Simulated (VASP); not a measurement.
A run of VASP 6.6.1:

File INCAR:

```
PREC     = Accurate       # precision mode
ENCUT    = 700            # plane-wave cutoff, eV
EDIFF    = 1E-6           # SCF threshold, eV
ISMEAR   = -1             # smearing method
SIGMA    = 0.05           # smearing width, eV
LREAL    = False          # projectors in reciprocal space
LASPH    = True           # aspherical terms in the spheres
NELM     = 120            # most SCF steps
ALGO     = Normal         # electronic algorithm
ISIF     = 2              # what is computed and relaxed
LWAVE    = False          # write WAVECAR
LCHARG   = False          # write CHGCAR
NBANDS   = 26             # bands
GGA_COMPAT= False
```

Contents of KPOINTS:

```
regular mesh
0
Gamma
  11 11 11
```

File POSCAR:

```
CuAu
1.0
    1.4333716108      0.8275574853      4.2276049958
   -1.4333716108      0.8275574853      4.2276049958
    0.0000000000     -1.6551149707      4.2276049958
Au Cu
1 1
Direct
    0.0000000000      0.0000000000      0.0000000000
    0.5000000000      0.5000000000      0.5000000000
```

Potentials or basis: VASP PAW LDA potentials, release 64 (Au_sv_GW, Cu_sv_GW).

Run with:

```console
$ cat potpaw_LDA.64/Au_sv_GW/POTCAR potpaw_LDA.64/Cu_sv_GW/POTCAR > POTCAR
$ mpirun -np 1 vasp_std > vasp.out
```

Hardware: 1 thread of AMD EPYC 7R43 64-Core Processor (Zen 3) (shared host).

Task: How long does it take, and how much memory?

Result: It took 7.7 min on 1 thread of AMD EPYC 7R43 64-Core Processor (Zen 3), with other jobs on the host, peak memory 0.34 GiB. Counts: scf iterations 14, k points 146.
